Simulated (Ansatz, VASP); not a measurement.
Ti: VASP beside Ansatz

```xyz
2
Lattice="0.0000 -2.0279 -2.0279 -2.0279 0.0000 -2.0279 2.0279 2.0279 -4.0558" Properties=species:S:1:pos:R:3 pbc="T T T"
Ti   -0.1083   -0.1083   -3.9476
Ti    0.1083    0.1083   -0.1083
```

Change from the starting cell: mode 6 (178.2 1/cm) frozen in, largest displacement +0.188 Å.

Alike in both runs: task single point; functional PBEsol; k mesh 24 × 24 × 24; occupations gaussian, width 0.15 eV; no spin polarisation.

|  | VASP | Ansatz |
| --- | --- | --- |
| version | VASP 6.6.1 | Ansatz 0.2.0 |
| potentials or method | VASP PAW PBE potentials, release 64 (Ti_sv), cutoff 520 eV | scalar-relativistic, plane waves, PAW |
| valence electrons in the cell | 24 | 24 |

|  | VASP | Ansatz | Ansatz less VASP |
| --- | --- | --- | --- |
| gap on the k mesh at the Fermi level (eV) | none | none | - |
| pressure (GPa) | 6.4 | 6.7 | +0.32 |
| traceless stress, the component that is largest in VASP (GPa) | 1.83 | 1.80 | -0.029 |
| rms of the force components (eV/Å) | 1.290 | 1.299 | +0.0089 |

VASP's potentials were made for PBE, not for PBEsol. Atom by atom the forces differ by 0.009 eV/Å (rms over components). A gap of «none» marks a metal or a gap that the smearing closes.
